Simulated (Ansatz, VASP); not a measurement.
# RbBr: VASP beside Ansatz

The input INCAR:

```
SYSTEM = RbBr
  ALGO = Normal
  EDIFF = 1E-6
  ENCUT = 500
  GGA = PS
  GGA_COMPAT = .False.
  ISIF = 2
  ISMEAR = -1
  LASPH = .True.
  LCHARG = .False.
  LREAL = .False.
  LWAVE = .False.
  NBANDS = 15
  NELM = 120
  PREC = Accurate
  SIGMA = 0.05
```

The input KPOINTS:

```
k-points
0
Gamma
  4 4 4
  0 0 0
```

POSCAR

```
RbBr
1.0
    0.0000000000      3.8694968646      3.8694968646
    3.8694968646      0.0000000000      3.8694968646
    3.8694968646      3.8694968646      0.0000000000
Rb Br
1 1
Direct
    0.0000000000      0.0000000000      0.0000000000
    0.2500000000      0.2500000000      0.2500000000
```

Input for Ansatz:

```yaml
crystal:
  lattice:
    - [0.0, 3.8694968646, 3.8694968646]
    - [3.8694968646, 0.0, 3.8694968646]
    - [3.8694968646, 3.8694968646, 0.0]
  atoms:
    - { symbol: Rb, position: [0.0, 0.0, 0.0] }
    - { symbol: Br, position: [0.25, 0.25, 0.25] }
kpoints:
  mp_grid: { grid: [4, 4, 4] }
hamiltonian:
  xc: pbesol
scf:
  occupations: { method: fermi_dirac, width: 0.05 }
  n_extra_bands: 4
output:
  forces: true
  stress: true
  eigenvalues: true
```

Alike in both runs: task single point; functional PBEsol; k mesh 4 × 4 × 4; occupations fermi-dirac, width 0.05 eV; no spin polarisation.

|  | VASP | Ansatz |
| --- | --- | --- |
| version | VASP 6.6.1 | Ansatz 0.2.0 |
| potentials or method | VASP PAW PBE potentials, release 64 (Rb_sv, Br) | plane waves |
| plane-wave cutoff (eV) | 500 | 420 |
| valence electrons in the cell | 16 | 16 |

|  | VASP | Ansatz | Ansatz less VASP |
| --- | --- | --- | --- |
| gap on the k mesh at the Fermi level (eV) | 4.12 | 4.12 | +0.001 |
| pressure (GPa) | -0.3 | -0.3 | -0.01 |

VASP's potentials were made for PBE, not for PBEsol.
